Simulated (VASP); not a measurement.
# SnSe (R-3m) in VASP: further runs, part 2 of 2

VASP 6.6.1.

**3. Electric field gradients, PBE (equal xy, yz and zx shear strains of +2 %)**

Input file INCAR:

```
PREC = Accurate
ENCUT = 520
EDIFF = 1E-8
ISMEAR = -1
SIGMA = 0.02
LREAL = False
LASPH = True
NELM = 80
ALGO = Normal
ISIF = 2
LWAVE = False
LCHARG = False
GGA = PE
LEFG = True
NBANDS = 17
```

Input file KPOINTS:

```
regular mesh
0
Gamma
  9 9 9
```

Input file POSCAR:

```
SnSe
1.0
    0.0602000000      3.0401000000      3.0401000000
    3.0401000000      0.0602000000      3.0401000000
    3.0401000000      3.0401000000      0.0602000000
Sn Se
1 1
Direct
    0.0000000000      0.0000000000      0.0000000000
    0.5000000000      0.5000000000      0.5000000000
```

Potentials or basis: VASP PAW PBE potentials, release 64 (Sn_d, Se).

On the command line:

```
$ cat potpaw_PBE.64/Sn_d/POTCAR potpaw_PBE.64/Se/POTCAR > POTCAR
$ mpirun -np 1 vasp_std > vasp.out
```

OUTCAR:

```text
PREC = Accurate
   ENCUT = 520
   EDIFF = 1E-8
   ISMEAR = -1
   LREAL = False
   LASPH = True
   NELM = 80
   ISIF = 2
   GGA = PE

 ion  position               nearest neighbor table
   1  0.000  0.000  0.000-   2 3.01   2 3.01   2 3.01   2 3.01   2 3.01   2 3.01
   2  0.500  0.500  0.500-   1 3.01   1 3.01   1 3.01   1 3.01   1 3.01   1 3.01

  LATTYP: Found a trigonal (rhomboedric) cell.
 ALAT       =     4.2997720940
 COS(alpha) =     0.5197000882

  Lattice vectors:

 A1 = (   0.0602000000,   3.0401000000,   3.0401000000)
 A2 = (   3.0401000000,   0.0602000000,   3.0401000000)
 A3 = (   3.0401000000,   3.0401000000,   0.0602000000)

Analysis of symmetry for initial positions (statically):
=====================================================================
 Subroutine PRICEL returns:
 Original cell was already a primitive cell.

 Routine SETGRP: Setting up the symmetry group for a
 trigonal (rhombohedral) supercell.

 Subroutine GETGRP returns: Found 12 space group operations
 (whereof 12 operations were pure point group operations)
 out of a pool of 12 trial point group operations.

The static configuration has the point symmetry D_3d.

Analysis of symmetry for dynamics (positions and initial velocities):
=====================================================================
 Subroutine PRICEL returns:
 Original cell was already a primitive cell.

 Routine SETGRP: Setting up the symmetry group for a
 trigonal (rhombohedral) supercell.

 Subroutine GETGRP returns: Found 12 space group operations
 (whereof 12 operations were pure point group operations)
 out of a pool of 12 trial point group operations.

The dynamic configuration has the point symmetry D_3d.

 Subroutine INISYM returns: Found 12 space group operations
 (whereof 12 operations are pure point group operations),
 and found     1 'primitive' translations

----------------------------------------------------------------------------------------

                                     Primitive cell

  volume of cell :      54.5255

  direct lattice vectors                    reciprocal lattice vectors
     0.060200000  3.040100000  3.040100000    -0.169435874  0.166145857  0.166145857
     3.040100000  0.060200000  3.040100000     0.166145857 -0.169435874  0.166145857
     3.040100000  3.040100000  0.060200000     0.166145857  0.166145857 -0.169435874

  length of vectors
     4.299772094  4.299772094  4.299772094     0.289685013  0.289685013  0.289685013

  position of ions in fractional coordinates (direct lattice)
     0.000000000  0.000000000  0.000000000
     0.500000000  0.500000000  0.500000000

  ion indices of the primitive-cell ions
   primitive index   ion index
                 1           1
                 2           2

----------------------------------------------------------------------------------------

 KPOINTS: regular mesh

Automatic generation of k-mesh.
 Grid dimensions read from file:
 generate k-points for:    9    9    9

 Generating k-lattice:
[... 63 lines left out ...]
   LREAL  =      F    real-space projection
   EDIFFG = 0.1E-06   stopping-criterion for IOM
   NSW    =      0    number of steps for IOM
   IBRION =     -1    ionic relax: 0-MD 1-quasi-New 2-CG
   NFREE  =      0    steps in history (QN), initial steepest desc. (CG)
   ISIF   =      2    stress and relaxation
   ISYM   =      2    0-nonsym 1-usesym 2-fastsym
   POTIM  = 0.5000    time-step for ionic-motion
   TEBEG  =    0.0;   TEEND  =   0.0 temperature during run
   PSTRESS=    0.0 pullay stress
   NELECT =      20.0000    total number of electrons
   NUPDOWN=      -1.0000    fix difference up-down
   EMIN   =  10.00;   EMAX   =-10.00  energy-range for DOS
   EFERMI =   0.00;   METHOD = LEGACY
   ISMEAR =    -1;   SIGMA  =   0.02  broadening in eV -4-tet -1-fermi 0-gaus
   EFERMI_NEDOS =   21; number of points for ismear=-14 and -15
   IALGO  =     38    algorithm
   IMIX   =      4    mixing-type and parameters
     AMIX     =   0.40;   BMIX     =  1.00
     AMIX_MAG =   1.60;   BMIX_MAG =  1.00
  volume/ion in A,a.u.               =      27.26       183.98
  Fermi-wavevector in a.u.,A,eV,Ry     =   1.171885  2.214541 18.685062  1.373313
  Thomas-Fermi vector in A             =   2.308322
   LORBIT       =      0    0 simple, 1 ext, 2 COOP (PROOUT), +10 PAW based schemes
   GGA     = PE    functional components
   LHFCALC =     F    Hartree Fock is set to
   AEXX    =    0.0000 exact exchange contribution
   IVDW    =     0    specifies the selected vdW correction
   LEPSILON=     F    determine dielectric tensor
   LRPA    =     F    only Hartree local field effects (RPA)
 non-spin polarized calculation
  energy-cutoff  :      520.00
  volume of cell :       54.53
 maximum number of plane-waves:      1479
   NGX = 15   NGY = 15   NGZ = 15

 number of electron      20.0000006 magnetization

 Free energy of the ion-electron system (eV)
  ---------------------------------------------------
  ext. energy  EPLUGINS =         0.00000000
  ---------------------------------------------------
  free energy    TOTEN  =        -8.21026861 eV

  energy without entropy =       -8.21026828  energy(sigma->0) =       -8.21026844

 E-fermi :   5.8294     XC(G=0):  -9.5994

 val. band max:        5.6241632289   @ k =   0.4444   0.3333   0.3333
 cond. band min:       6.0441563962   @ k =  -0.3333   0.1111   0.0000
 fundamental gap:      0.4199931672
 Fermi energy:         5.8294179091

 k-point     1 :       0.0000    0.0000    0.0000
  band No.  band energies     occupation
      1     -16.0171      2.00000
      2     -16.0171      2.00000
      3     -16.0138      2.00000
      4     -16.0111      2.00000
      5     -16.0111      2.00000
      6      -8.2711      2.00000
[... 457 lines left out ...]
      4     -15.9989      2.00000
      5     -15.9968      2.00000
      6      -7.1064      2.00000
[... 9 lines left out ...]
     16      17.2010      0.00000
     17      18.0026      0.00000

 [... further k-points ...]
[... 5 lines left out ...]
  --------------------------------------------------------------------------------------
  -------------------------------------------------------------------------------------
  Total        0.3514132      0.3514132      0.3514132     -0.1296992     -0.1296992     -0.1296992
  in kB       10.3259169     10.3259169     10.3259169     -3.8110767     -3.8110767     -3.8110767
  external PRESSURE =      10.3259169 kB  Pullay stress =       0.0000000 kB

 VOLUME and BASIS-vectors are now :
 -----------------------------------------------------------------------------
  energy-cutoff  :      520.00
  volume of cell :       54.53
      direct lattice vectors                 reciprocal lattice vectors
     0.060200000  3.040100000  3.040100000    -0.169435874  0.166145857  0.166145857
     3.040100000  0.060200000  3.040100000     0.166145857 -0.169435874  0.166145857
     3.040100000  3.040100000  0.060200000     0.166145857  0.166145857 -0.169435874

 POSITION                                       TOTAL-FORCE (eV/Angst)
 -----------------------------------------------------------------------------------
      0.00000      0.00000      0.00000        -0.000000      0.000000     -0.000000
      3.07020      3.07020      3.07020         0.000000     -0.000000      0.000000
 -----------------------------------------------------------------------------------
    total drift:                                0.000000     -0.000000     -0.000000

  FREE ENERGIE OF THE ION-ELECTRON SYSTEM (eV)
  ---------------------------------------------------
  free  energy   TOTEN  =        -8.2102686098 eV

  energy  without entropy=       -8.2102682791  energy(sigma->0) =       -8.21026844

 Electric field gradients (V/A^2)
---------------------------------------------------------------------
 ion       V_xx      V_yy      V_zz      V_xy      V_xz      V_yz
---------------------------------------------------------------------
   1       0.000    -0.000    -0.000    -0.179    -0.179    -0.179
   2       0.000    -0.000    -0.000     6.653     6.653     6.653
---------------------------------------------------------------------

 Electric field gradients after diagonalization (V/A^2)
 (convention: |V_zz| > |V_xx| > |V_yy|)
----------------------------------------------------------------------
 ion       V_xx      V_yy      V_zz     asymmetry (V_yy - V_xx)/ V_zz
----------------------------------------------------------------------
   1       0.179     0.179    -0.359       0.000
   2      -6.653    -6.653    13.307       0.000
----------------------------------------------------------------------

           NMR quadrupolar parameters

 Cq : quadrupolar parameter    Cq=e*Q*V_zz/h
 eta: asymmetry parameters     (V_yy - V_xx)/ V_zz
 Q  : nuclear electric quadrupole moment in mb (millibarn)
----------------------------------------------------------------------
 ion       Cq(MHz)       eta       Q (mb)
----------------------------------------------------------------------
   1      -0.001       0.000       1.000
   2       0.032       0.000       1.000
----------------------------------------------------------------------
```

stdout:

```text
POSCAR found type information on POSCAR SnSe
 POSCAR found :  2 types and       2 ions
 scaLAPACK will be used
 LDA part: xc-table for (Slater+PW92), standard interpolation
 POSCAR, INCAR and KPOINTS ok, starting setup
 FFT: planning ... GRIDC
 FFT: planning ... GRID_SOFT
 FFT: planning ... GRID
 WAVECAR not read
 entering main loop
ion   1

ion   2
```

Wall time 62 s (1 thread of Intel Xeon Platinum 8488C (Sapphire Rapids), shared host); peak memory 0.22 GiB.

What came out:

```
Free energy            : -8.2103 eV
Pressure               : 1.0 GPa
Band gap on the k mesh : 0.42 eV, indirect (least direct gap 0.59 eV)
```

Stress tensor (GPa, compression positive):
```
 1.03 -0.38 -0.38
-0.38  1.03 -0.38
-0.38 -0.38  1.03
```

Electric field gradients, principal values (V/Å²):
| atom | least | middle | greatest (by size) |
| --- | --- | --- | --- |
| 1 Sn | 0.179 | 0.179 | -0.359 |
| 2 Se | -6.653 | -6.653 | 13.307 |

Caveat: the cell differs from its parent crystal (equal xy, yz and zx shear strains of +2 %); without QUAD_EFG the Cq values of the log hold for a quadrupole moment of 1 mb, not for the nuclei; spin-orbit coupling is left out, which moves the levels of the heavy elements.
